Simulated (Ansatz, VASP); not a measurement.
CO2: VASP beside Ansatz

The input INCAR:

```
PREC = Accurate
ENCUT = 520
EDIFF = 1E-8
ISMEAR = -1
SIGMA = 0.02
LREAL = False
LASPH = True
NELM = 60
ALGO = Normal
ISIF = 2
LWAVE = False
LCHARG = False
GGA = PE
LEFG = True
NBANDS = 44
```

The input KPOINTS:

```
Automatic mesh
0
Gamma
  4 4 4
```

POSCAR

```
CO2
1.0
    5.6300000000      0.0000000000      0.0000000000
    0.0000000000      5.6300000000      0.0000000000
    0.0000000000      0.0000000000      5.6300000000
C O
4 8
Direct
    0.0000000000      0.0000000000      0.0000000000
    0.5000000000      0.0000000000      0.5000000000
    0.5000000000      0.5000000000      0.0000000000
    0.0000000000      0.5000000000      0.5000000000
    0.1080000000      0.1080000000      0.1080000000
    0.3920000000      0.8920000000      0.6080000000
    0.6080000000      0.3920000000      0.8920000000
    0.8920000000      0.6080000000      0.3920000000
    0.8920000000      0.8920000000      0.8920000000
    0.6080000000      0.1080000000      0.3920000000
    0.3920000000      0.6080000000      0.1080000000
    0.1080000000      0.3920000000      0.6080000000
```

Input for Ansatz:

```yaml
crystal:
  lattice:
    - [5.63, 0.0, 0.0]
    - [0.0, 5.63, 0.0]
    - [0.0, 0.0, 5.63]
  atoms:
    - { symbol: C, position: [0.0, 0.0, 0.0] }
    - { symbol: C, position: [0.5, 0.0, 0.5] }
    - { symbol: C, position: [0.5, 0.5, 0.0] }
    - { symbol: C, position: [0.0, 0.5, 0.5] }
    - { symbol: O, position: [0.108, 0.108, 0.108] }
    - { symbol: O, position: [0.392, 0.892, 0.608] }
    - { symbol: O, position: [0.608, 0.392, 0.892] }
    - { symbol: O, position: [0.892, 0.608, 0.392] }
    - { symbol: O, position: [0.892, 0.892, 0.892] }
    - { symbol: O, position: [0.608, 0.108, 0.392] }
    - { symbol: O, position: [0.392, 0.608, 0.108] }
    - { symbol: O, position: [0.108, 0.392, 0.608] }
kpoints:
  mp_grid: { grid: [4, 4, 4] }
scf:
  occupations: { method: fermi_dirac, width: 0.02 }
hamiltonian:
  xc: pbe
  pseudopotentials: { kind: paw }
output:
  forces: true
  stress: true
  populations: true
  efg: { quadrupole_moments_barn: { O: -0.02558 }, contact_densities: true }
```

Alike in both runs: task electric field gradients; functional PBE; k mesh 4 × 4 × 4; occupations fermi-dirac, width 0.02 eV; no spin polarisation.

|  | VASP | Ansatz |
| --- | --- | --- |
| version | VASP 6.6.1 | Ansatz 0.2.0 |
| potentials or method | VASP PAW PBE potentials, release 64 (C, O) | plane-wave PAW, scalar-relativistic |
| plane-wave cutoff (eV) | 520 | 420 |
| valence electrons in the cell | 64 | 64 |

Ansatz gave:

- gap on the k mesh at the Fermi level (eV): 7.64
- rms of the force components (eV/Å): 8.411
- size of Vzz on the site where it differs most (V/Å²): 35.7

Question: Which values does VASP return?

Answer: gap on the k mesh at the Fermi level (eV): 7.64; rms of the force components (eV/Å): 9.081; size of Vzz on the site where it differs most (V/Å²): 57.1.

Atom by atom the forces differ by 0.670 eV/Å (rms over components).

Noted on VASP's run: the standard files for N, O and F lose accuracy on very short bonds.
